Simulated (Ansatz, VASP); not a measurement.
# C: VASP beside Ansatz

Contents of INCAR:

```
SYSTEM = C
  PREC = Accurate
  ENCUT = 600
  EDIFF = 1E-6
  ISMEAR = 0
  SIGMA = 0.01
  LREAL = .False.
  LASPH = .True.
  NELM = 60
  ALGO = Normal
  ISIF = 3
  LWAVE = .False.
  LCHARG = .False.
  GGA = PE
  IBRION = 2
  NSW = 80
  EDIFFG = -0.002
```

The input KPOINTS:

```
Automatic mesh
0
Gamma
  12 12 12
  0 0 0
```

The input POSCAR:

```
C
1.0
    0.0000000000      1.7833700000      1.7833700000
    1.7833700000      0.0000000000      1.7833700000
    1.7833700000      1.7833700000      0.0000000000
C
2
Direct
    0.0000000000      0.0000000000      0.0000000000
    0.2500000000      0.2500000000      0.2500000000
```

Input for Ansatz:

```yaml
crystal:
  lattice:
    - [0.0, 1.78337, 1.78337]
    - [1.78337, 0.0, 1.78337]
    - [1.78337, 1.78337, 0.0]
  atoms:
    - { symbol: C, position: [0.0, 0.0, 0.0] }
    - { symbol: C, position: [0.25, 0.25, 0.25] }
scf:
  occupations: { method: fixed }
output:
  forces: true
  stress: true
hamiltonian:
  xc: pbe
kpoints:
  mp_grid: { grid: [12, 12, 12] }
relax:
  f_tol: 0.002
  cell: { stress_tol: 0.02 }
```

Alike in both runs: task relaxation of cell and atoms; functional PBE; k mesh 12 × 12 × 12; no spin polarisation.

|  | VASP | Ansatz |
| --- | --- | --- |
| version | VASP 6.6.1 | Ansatz 0.2.0 |
| potentials or method | VASP PAW PBE potentials, release 64 (C) | scalar-relativistic, plane waves, PAW |
| plane-wave cutoff (eV) | 600 | 420 |
| occupations | gaussian, width 0.01 eV | fixed |
| valence electrons in the cell | 8 | 8 |

```tsv
	VASP	Ansatz	Ansatz less VASP
relaxed volume (Å³/atom)	5.70	5.70	0.000
relaxed cell length with the largest relative difference (Å)	2.526	2.526	0.0000
```
